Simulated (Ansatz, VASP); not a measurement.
# One calculation of VBiO4, two programs

```
Bi V O
1.0
    -3.65150    3.65150    3.29200
     3.65150   -3.65150    3.29200
     3.65150    3.65150   -3.29200
Bi V O
2 2 8
Direct
  0.00000 0.00000 0.00000
  0.75000 0.25000 0.50000
  0.25000 0.75000 0.50000
  0.50000 0.50000 0.00000
  0.66700 0.48900 0.82200
  0.23900 0.91700 0.32200
  0.66700 0.84500 0.17800
  0.59500 0.91700 0.67800
  0.08300 0.40500 0.32200
  0.51100 0.33300 0.17800
  0.08300 0.76100 0.67800
  0.15500 0.33300 0.82200
```

Alike in both runs: task single point; functional PBEsol; k mesh 6 × 6 × 6; occupations fermi-dirac, width 0.05 eV; no spin polarisation.

|  | VASP | Ansatz |
| --- | --- | --- |
| version | VASP 6.6.1 | Ansatz 0.2.0 |
| potentials or method | VASP PAW PBE potentials, release 64 (Bi_d, V_sv, O) | Ansatz PAW |
| plane-wave cutoff (eV) | 520 | 420 |
| valence electrons in the cell | 104 | 104 |

Ansatz gave:

| Quantity | Value |
| --- | --- |
| gap on the k mesh at the Fermi level (eV) | 2.77 |
| least direct gap on the mesh (eV) | 2.77 |
| pressure (GPa) | -1.6 |
| traceless stress, the component that is largest in VASP (GPa) | -2.98 |
| rms of the force components (eV/Å) | 0.406 |

Q: Which values does VASP return?

A: gap on the k mesh at the Fermi level (eV): 2.76; least direct gap on the mesh (eV): 2.76; pressure (GPa): -1.2; traceless stress, the component that is largest in VASP (GPa): -2.76; rms of the force components (eV/Å): 0.471.

VASP's potentials were made for PBE, not for PBEsol. Atom by atom the forces differ by 0.065 eV/Å (rms over components).

Neither program's run includes spin-orbit coupling.
